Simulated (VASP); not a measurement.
The system is TiAl5.

```
Al Ti
1.0
    -4.05345   -4.05345    0.00000
     0.00000    4.05345    4.05345
    -4.05345    4.05345   -4.05345
Al Ti
10 2
Direct
  0.49488 0.99261 0.99895
  0.00483 0.99678 0.00310
  0.83692 0.16665 0.66844
  0.33284 0.16906 0.66651
  0.66899 0.33162 0.33128
  0.49598 0.49882 0.00076
  0.00088 0.49778 0.00128
  0.83186 0.66956 0.66905
  0.33953 0.67341 0.66163
  0.16490 0.83348 0.33322
  0.16487 0.33012 0.33051
  0.65989 0.82905 0.33099
```

| Quantity | Value |
| --- | --- |
| Program | VASP 6.6.1 |
| Task | relaxation of cell and atoms |
| Functional | PBE |
| Potentials or basis | VASP PAW PBE potentials, release 64 (Al, Ti_sv) |
| Cutoff | 600 eV |
| k mesh | 3 × 3 × 2, shifted |
| Occupations | gaussian, width 0.1 eV |
| Spin | no spin polarisation |

At the start: pressure -1.3 GPa; volume 16.65 Å³/atom.

Problem. Where does the relaxation end?

Solution. Over 14 steps the energy falls by 10.1 meV/atom and the volume is 16.42 Å³/atom (-1.4 %); space group P2/m (No. 10, to 0.1 Å) before and after.

Step by step:
| step | energy change (eV) | largest force (eV/Å) | pressure (GPa) | volume (Å³) |
| --- | --- | --- | --- | --- |
| 1 | 0.0000 | 0.3041 | -1.25 | 199.80 |
| 2 | -0.0793 | 0.1883 | 0.50 | 196.02 |
| 3 | -0.0802 | 0.1748 | 0.72 | 195.59 |
| 4 | -0.0953 | 0.1182 | 0.01 | 197.09 |
| 5 | -0.0968 | 0.1135 | -0.27 | 197.73 |
| 6 | -0.1041 | 0.0913 | -0.14 | 197.39 |
| 7 | -0.1067 | 0.1005 | 0.02 | 197.04 |
| 8 | -0.1108 | 0.0965 | 0.06 | 196.92 |
| 9 | -0.1122 | 0.0933 | 0.10 | 196.81 |
| 10 | -0.1160 | 0.0628 | -0.06 | 197.14 |
| 11 | -0.1172 | 0.0859 | -0.22 | 197.47 |
| 12 | -0.1195 | 0.0779 | 0.19 | 196.62 |
| 13 | -0.1195 | 0.0775 | 0.20 | 196.58 |
| 14 | -0.1211 | 0.0359 | -0.01 | 197.05 |

Final structure:
```yaml
crystal:
  lattice:
    - [-4.03573, -3.95446, -0.02519]
    - [0.02496, 3.95474, 4.03546]
    - [-4.14213, 4.03255, -4.14140]
  atoms:
    - { symbol: Al, position: [0.50752, 0.99077, 0.00399] }
    - { symbol: Al, position: [0.00464, 0.99416, 0.00084] }
    - { symbol: Al, position: [0.82733, 0.17072, 0.66478] }
    - { symbol: Al, position: [0.32457, 0.17352, 0.66227] }
    - { symbol: Al, position: [0.66708, 0.33294, 0.33321] }
    - { symbol: Al, position: [0.50504, 0.49404, 0.00129] }
    - { symbol: Al, position: [0.00790, 0.49119, 0.00359] }
    - { symbol: Al, position: [0.82528, 0.67422, 0.66180] }
    - { symbol: Al, position: [0.32785, 0.67015, 0.66523] }
    - { symbol: Al, position: [0.16668, 0.83287, 0.33256] }
    - { symbol: Ti, position: [0.16629, 0.33225, 0.33324] }
    - { symbol: Ti, position: [0.66618, 0.83210, 0.33292] }
```

Caveat: the k points lie up to 0.44 Å⁻¹ apart in the final cell, too coarse for converged energies and pressures of a metal.
